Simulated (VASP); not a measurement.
Input of a VASP 6.6.1 run:

File INCAR:

```
PREC     = Accurate       # precision mode
ENCUT    = 520            # plane-wave cutoff, eV
EDIFF    = 1E-7           # SCF threshold, eV
ISMEAR   = -1             # smearing method
SIGMA    = 0.06802846561497 # smearing width, eV
LREAL    = False          # projectors in reciprocal space
LASPH    = True           # aspherical terms in the spheres
NELM     = 60             # most SCF steps
ALGO     = Normal         # electronic algorithm
ISIF     = 2              # what is computed and relaxed
LWAVE    = False          # write WAVECAR
LCHARG   = False          # write CHGCAR
GGA      = PE             # functional
NBANDS   = 11             # bands
```

KPOINTS

```
regular mesh
0
Gamma
  8 8 8
```

The input POSCAR:

```
Si
1.0
    0.0000000000      2.7218511865      2.7218511865
    2.7218511865      0.0000000000      2.7218511865
    2.7218511865      2.7218511865      0.0000000000
Si
2
Direct
    0.2500000000      0.2500000000      0.2500000000
    0.0000000000      0.0000000000      0.0000000000
```

Potentials or basis: VASP PAW PBE potentials, release 64 (Si).

Run with:

```bash
$ cat potpaw_PBE.64/Si/POTCAR > POTCAR
$ mpirun -np 1 vasp_std > vasp.out
```

Problem. Predict the pressure.

Solution. 1.3 GPa.

Problem. Predict the band gap on the k mesh.

Solution. 0.63 eV (least direct gap 2.56 eV).

Caveat: semilocal functionals underestimate gaps, and a narrow one can read as zero. A k mesh can miss the band edges.
